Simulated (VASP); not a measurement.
# W (Fm-3m) in VASP: single point with PBE

Aim: the single point of W with PBE.

Everything below comes from runs of VASP 6.6.1. Logs are shortened: lines on timing, memory, paths and dates and some standing lists are left out, and cuts for length are marked.

### 1 The cell of the first run

Symmetry: Fm-3m, No. 225, cubic system. The conventional cell has a = 4.060 Å, b = 4.060 Å, c = 4.060 Å, α = 90.00°, β = 90.00°, γ = 90.00°. Within 3.8 Å of W (site symmetry m-3m) lie 12 W at 2.87 Å.

This isn't the form of W at room conditions, which is bcc.

### 2 Single point, PBE

The input, INCAR:

```
  PREC = Accurate
  ENCUT = 500
  EDIFF = 1E-6
  ISMEAR = -1
  SIGMA = 0.15
  LREAL = F
  LASPH = T
  NELM = 120
  ALGO = Normal
  ISIF = 2
  LWAVE = F
  LCHARG = F
  GGA = PE
  NBANDS = 96
  GGA_COMPAT = F
```

The input, KPOINTS:

```
regular mesh
0
Gamma
  2 3 3
```

The input, POSCAR:

```
W
1.0
    0.0000000000      6.0900000000      6.0900000000
    4.0600000000      0.0000000000      4.0600000000
    4.0600000000      4.0600000000      0.0000000000
W
12
Direct
    0.0000000000      0.0000000000      0.0000000000
    0.0000000000      0.0000000000      0.5000000000
    0.0000000000      0.5000000000      0.0000000000
    0.0000000000      0.5000000000      0.5000000000
    0.3333333333      0.0000000000      0.0000000000
    0.3333333333      0.0000000000      0.5000000000
    0.3333333333      0.5000000000      0.0000000000
    0.3333333333      0.5000000000      0.5000000000
    0.6666666667      0.0000000000      0.0000000000
    0.6666666667      0.0000000000      0.5000000000
    0.6666666667      0.5000000000      0.0000000000
    0.6666666667      0.5000000000      0.5000000000
```

Potentials or basis: VASP PAW PBE potentials, release 64 (W_sv).

The run is started by

```
$ cat potpaw_PBE.64/W_sv/POTCAR > POTCAR
$ mpirun -np 1 vasp_std > vasp.out
```

OUTCAR:

```text
PREC = Accurate
   ENCUT = 500
   EDIFF = 1E-6
   ISMEAR = -1
   LREAL = F
   LASPH = T
   NELM = 120
   ISIF = 2
   GGA = PE

 ion  position               nearest neighbor table
   1  0.000  0.000  0.000-   5 2.87   9 2.87  10 2.87  11 2.87   6 2.87   7 2.87   2 2.87   4 2.87
                             2 2.87   3 2.87   4 2.87   3 2.87
   2  0.000  0.000  0.500-   6 2.87  10 2.87   9 2.87  12 2.87   5 2.87   8 2.87   1 2.87   3 2.87
                             1 2.87   3 2.87   4 2.87   4 2.87
   3  0.000  0.500  0.000-   7 2.87  11 2.87   9 2.87  12 2.87   8 2.87   5 2.87   2 2.87   4 2.87
                             1 2.87   1 2.87   2 2.87   4 2.87
   4  0.000  0.500  0.500-   8 2.87  12 2.87  11 2.87  10 2.87   7 2.87   6 2.87   1 2.87   3 2.87
                             2 2.87   1 2.87   2 2.87   3 2.87
   5  0.333  0.000  0.000-   1 2.87   2 2.87   3 2.87   6 2.87   7 2.87   6 2.87   8 2.87   7 2.87
                             8 2.87  10 2.87  11 2.87   9 2.87
   6  0.333  0.000  0.500-   2 2.87   1 2.87   4 2.87   5 2.87   8 2.87   5 2.87   7 2.87   7 2.87
                             8 2.87   9 2.87  12 2.87  10 2.87
   7  0.333  0.500  0.000-   3 2.87   1 2.87   4 2.87   5 2.87   8 2.87   6 2.87   8 2.87   5 2.87
                             6 2.87  12 2.87   9 2.87  11 2.87
   8  0.333  0.500  0.500-   4 2.87   3 2.87   2 2.87   6 2.87   7 2.87   5 2.87   7 2.87   5 2.87
                             6 2.87  11 2.87  10 2.87  12 2.87
   9  0.667  0.000  0.000-   1 2.87   2 2.87   3 2.87  10 2.87  10 2.87  12 2.87  11 2.87  11 2.87
                            12 2.87   6 2.87   7 2.87   5 2.87
  10  0.667  0.000  0.500-   2 2.87   1 2.87   4 2.87   9 2.87   9 2.87  11 2.87  12 2.87  11 2.87
                            12 2.87   5 2.87   8 2.87   6 2.87
  11  0.667  0.500  0.000-   3 2.87   4 2.87   1 2.87   9 2.87  10 2.87  12 2.87  12 2.87   9 2.87
                            10 2.87   5 2.87   8 2.87   7 2.87
  12  0.667  0.500  0.500-   4 2.87   3 2.87   2 2.87  10 2.87   9 2.87  11 2.87  11 2.87   9 2.87
                            10 2.87   6 2.87   7 2.87   8 2.87

  LATTYP: Found a face centered orthorhombic cell.
 ALAT       =     5.7417070632
 B/A-ratio  =     1.7320508076
 C/A-ratio  =     2.4494897428

  Lattice vectors:

 A1 = (   0.0000000000,   6.0900000000,   6.0900000000)
 A2 = (  -4.0600000000,   2.0300000000,   6.0900000000)
 A3 = (   4.0600000000,   0.0000000000,   4.0600000000)

Analysis of symmetry for initial positions (statically):
=====================================================================
 Subroutine PRICEL returns following result:

  LATTYP: Found a face centered cubic cell.
 ALAT       =     4.0600000000

  Lattice vectors:

 A1 = (   0.0000000000,   2.0299999998,   2.0299999998)
 A2 = (   2.0300000000,   0.0000000000,   2.0300000000)
 A3 = (   2.0300000000,   2.0300000000,   0.0000000000)

  12 primitive cells build up your supercell.

 Routine SETGRP: Setting up the symmetry group for a
 face centered orthorhombic supercell.

 Subroutine GETGRP returns: Found  4 space group operations
 (whereof  4 operations were pure point group operations)
 out of a pool of  8 trial point group operations.

The static configuration has the point symmetry C_2h.

Analysis of symmetry for dynamics (positions and initial velocities):
=====================================================================
 Subroutine PRICEL returns following result:

  LATTYP: Found a face centered cubic cell.
 ALAT       =     4.0600000000

  Lattice vectors:

 A1 = (   0.0000000000,   2.0299999998,   2.0299999998)
 A2 = (   2.0300000000,   0.0000000000,   2.0300000000)
 A3 = (   2.0300000000,   2.0300000000,   0.0000000000)

  12 primitive cells build up your supercell.

 Routine SETGRP: Setting up the symmetry group for a
 face centered orthorhombic supercell.

 Subroutine GETGRP returns: Found  4 space group operations
 (whereof  4 operations were pure point group operations)
 out of a pool of  8 trial point group operations.

The dynamic configuration has the point symmetry C_2h.

 Subroutine INISYM returns: Found  4 space group operations
 (whereof  4 operations are pure point group operations),
 and found    12 'primitive' translations

----------------------------------------------------------------------------------------

                                     Primitive cell

  volume of cell :      16.7309

  direct lattice vectors                    reciprocal lattice vectors
     0.000000000  2.030000000  2.030000000    -0.246305419  0.246305419  0.246305419
     2.030000000  0.000000000  2.030000000     0.246305419 -0.246305419  0.246305419
     2.030000000  2.030000000  0.000000000     0.246305419  0.246305419 -0.246305419

  length of vectors
     2.870853531  2.870853532  2.870853532     0.426613499  0.426613499  0.426613499

  position of ions in fractional coordinates (direct lattice)
     0.000000000  0.000000000  0.000000000

  ion indices of the primitive-cell ions
   primitive index   ion index
                 1           1

----------------------------------------------------------------------------------------

 KPOINTS: regular mesh

Automatic generation of k-mesh.
 Grid dimensions read from file:
 generate k-points for:    2    3    3

 Generating k-lattice:

  Cartesian coordinates                     Fractional coordinates (reciprocal lattice)
    -0.041050903  0.041050903  0.041050903     0.500000000  0.000000000  0.000000000
     0.041050903 -0.041050903  0.041050903     0.000000000  0.333333333  0.000000000
     0.041050903  0.041050903 -0.041050903     0.000000000  0.000000000  0.333333333

  Length of vectors
     0.071102250  0.071102250  0.071102250

  Shift w.r.t. Gamma in fractional coordinates (k-lattice)
     0.000000000  0.000000000  0.000000000

 WARNING: IBZKPT: internal override: KBLOWUP is changed to .FALSE.
      ... skipping the blow-up phase ...

 Subroutine IBZKPT returns following result:
 ===========================================

 Found      8 irreducible k-points:

 Following reciprocal coordinates:
            Coordinates               Weight
  0.000000  0.000000  0.000000      1.000000
  0.500000  0.000000  0.000000      1.000000
  0.000000  0.333333  0.000000      4.000000
  0.500000  0.333333  0.000000      4.000000
  0.000000  0.333333  0.333333      2.000000
  0.500000  0.333333  0.333333      2.000000
  0.000000 -0.333333  0.333333      2.000000
  0.500000 -0.333333  0.333333      2.000000
   k-points           NKPTS =      8   k-points in BZ     NKDIM =      8   number of bands    NBANDS=     96
   number of dos      NEDOS =    301   number of ions     NIONS =     12
   total plane-waves  NPLWV = 112896
   dimension x,y,z NGX =    64 NGY =   42 NGZ =   42
   dimension x,y,z NGXF=   128 NGYF=   84 NGZF=   84
   ions per type =              12
   NGX,Y,Z   is equivalent  to a cutoff of  12.35, 12.16, 12.16 a.u.
   NGXF,Y,Z  is equivalent  to a cutoff of  24.71, 24.32, 24.32 a.u.
 SYSTEM =  unknown system
   PREC   = accura    normal or accurate (medium, high low for compatibility)
   ISTART =      0    job   : 0-new  1-cont  2-samecut
   ICHARG =      2    charge: 1-file 2-atom 10-const
   ISPIN  =      1    spin polarized calculation?
   LNONCOLLINEAR =      F non collinear calculations
   LSORBIT =      F    spin-orbit coupling
   LASPH  =      T    aspherical Exc in radial PAW
   ENCUT  =  500.0 eV  36.75 Ry    6.06 a.u.  15.70 10.47 10.47*2*pi/ulx,y,z
   NELM   =    120;   NELMIN=  2; NELMDL= -5     # of ELM steps
   EDIFF  = 0.1E-05   stopping-criterion for ELM
   LREAL  =      F    real-space projection
   EDIFFG = 0.1E-04   stopping-criterion for IOM
   NSW    =      0    number of steps for IOM
   IBRION =     -1    ionic relax: 0-MD 1-quasi-New 2-CG
   NFREE  =      0    steps in history (QN), initial steepest desc. (CG)
   ISIF   =      2    stress and relaxation
   ISYM   =      2    0-nonsym 1-usesym 2-fastsym
   POTIM  = 0.5000    time-step for ionic-motion
   TEBEG  =    0.0;   TEEND  =   0.0 temperature during run
   PSTRESS=    0.0 pullay stress
   NELECT =     168.0000    total number of electrons
   NUPDOWN=      -1.0000    fix difference up-down
   EMIN   =  10.00;   EMAX   =-10.00  energy-range for DOS
   EFERMI =   0.00;   METHOD = LEGACY
   ISMEAR =    -1;   SIGMA  =   0.15  broadening in eV -4-tet -1-fermi 0-gaus
   EFERMI_NEDOS =   21; number of points for ismear=-14 and -15
   IALGO  =     38    algorithm
   IMIX   =      4    mixing-type and parameters
     AMIX     =   0.40;   BMIX     =  1.00
     AMIX_MAG =   1.60;   BMIX_MAG =  1.00
  volume/ion in A,a.u.               =      16.73       112.91
  Fermi-wavevector in a.u.,A,eV,Ry     =   1.542688  2.915258 32.380324  2.379887
  Thomas-Fermi vector in A             =   2.648457
   LORBIT       =      0    0 simple, 1 ext, 2 COOP (PROOUT), +10 PAW based schemes
   GGA     = PE    functional components
   LHFCALC =     F    Hartree Fock is set to
   AEXX    =    0.0000 exact exchange contribution
   IVDW    =     0    specifies the selected vdW correction
   LEPSILON=     F    determine dielectric tensor
   LRPA    =     F    only Hartree local field effects (RPA)
 non-spin polarized calculation
  energy-cutoff  :      500.00
  volume of cell :      200.77
 maximum number of plane-waves:      5182
 NGX is ok and might be reduce to    64
   NGX = 31   NGY = 21   NGZ = 21

 number of electron     168.0000022 magnetization

 Free energy of the ion-electron system (eV)
  ---------------------------------------------------
  ext. energy  EPLUGINS =         0.00000000
  ---------------------------------------------------
  free energy    TOTEN  =      -149.65735455 eV

  energy without entropy =     -148.43538099  energy(sigma->0) =     -149.04636777

 E-fermi :  10.3304     XC(G=0): -13.3258

 val. band max:       10.1054189649   @ k =   0.0000   0.3333   0.0000
 cond. band min:      10.3770104929   @ k =   0.0000   0.3333   0.0000
 fundamental gap:      0.2715915280
 Fermi energy:        10.3303540625

 k-point     1 :       0.0000    0.0000    0.0000
  band No.  band energies     occupation
      1     -63.4626      2.00000
      2     -63.3898      2.00000
      3     -63.3898      2.00000
      4     -63.3653      2.00000
      5     -63.3653      2.00000
      6     -63.3573      2.00000
[... 88 lines left out ...]
     95      13.0981      0.00000
     96      13.1701      0.00000

 k-point     2 :       0.5000    0.0000    0.0000
  band No.  band energies     occupation
      1     -63.4384      2.00000
      2     -63.4384      2.00000
      3     -63.3653      2.00000
      4     -63.3653      2.00000
      5     -63.3573      2.00000
      6     -63.3573      2.00000
[... 583 lines left out ...]
     95      11.9835      0.00003
     96      12.2292      0.00001

 k-point     8 :       0.5000   -0.3333    0.3333
  band No.  band energies     occupation
      1     -63.4060      2.00000
      2     -63.4060      2.00000
      3     -63.3899      2.00000
      4     -63.3899      2.00000
      5     -63.3574      2.00000
      6     -63.3574      2.00000
[... 88 lines left out ...]
     95      12.2292      0.00001
     96      12.2292      0.00001

------------------------ aborting loop because EDIFF is reached ----------------------------------------

  FORCE on cell =-STRESS in cart. coord.  units (eV):
  Direction    XX          YY          ZZ          XY          YZ          ZX
  --------------------------------------------------------------------------------------
  -------------------------------------------------------------------------------------
  Total       -4.3392501     -4.3395339     -4.3395339     -0.0000664      0.0004957     -0.0000666
  in kB      -34.6278801    -34.6301449    -34.6301449     -0.0005296      0.0039560     -0.0005316
  external PRESSURE =     -34.6293900 kB  Pullay stress =       0.0000000 kB

 VOLUME and BASIS-vectors are now :
 -----------------------------------------------------------------------------
  energy-cutoff  :      500.00
  volume of cell :      200.77
      direct lattice vectors                 reciprocal lattice vectors
     0.000000000  6.090000000  6.090000000    -0.082101806  0.082101806  0.082101806
     4.060000000  0.000000000  4.060000000     0.123152709 -0.123152709  0.123152709
     4.060000000  4.060000000  0.000000000     0.123152709  0.123152709 -0.123152709

 POSITION                                       TOTAL-FORCE (eV/Angst)
 -----------------------------------------------------------------------------------
      0.00000      0.00000      0.00000        -0.000000     -0.000000     -0.000000
      2.03000      2.03000      0.00000         0.000000     -0.000000      0.000000
      2.03000      0.00000      2.03000         0.000000      0.000000      0.000000
      4.06000      2.03000      2.03000        -0.000000      0.000000      0.000000
      0.00000      2.03000      2.03000         0.000000      0.000000     -0.000000
      2.03000      4.06000      2.03000         0.000000     -0.000000     -0.000000
      2.03000      2.03000      4.06000         0.000000     -0.000000      0.000000
      4.06000      4.06000      4.06000        -0.000000      0.000000      0.000000
      0.00000      4.06000      4.06000        -0.000000     -0.000000     -0.000000
      2.03000      6.09000      4.06000         0.000000     -0.000000     -0.000000
      2.03000      4.06000      6.09000         0.000000     -0.000000     -0.000000
      4.06000      6.09000      6.09000        -0.000000     -0.000000     -0.000000
 -----------------------------------------------------------------------------------
    total drift:                               -0.000000     -0.000000     -0.000000

  FREE ENERGIE OF THE ION-ELECTRON SYSTEM (eV)
  ---------------------------------------------------
  free  energy   TOTEN  =      -149.6573545470 eV

  energy  without entropy=     -148.4353809911  energy(sigma->0) =     -149.04636777
```

It took 2.5 min on 1 thread of Intel Xeon Platinum 8488C (Sapphire Rapids), shared host; peak memory 0.35 GiB.

Results:

- Free energy: -149.6574 eV
- Pressure: -3.5 GPa
- Band gap on the k mesh: zero (bands 84 and 85 overlap by 0.07 eV)

Caveat: the k points lie up to 0.45 Å⁻¹ apart; spin-orbit coupling is left out, which moves the levels of the heavy elements.
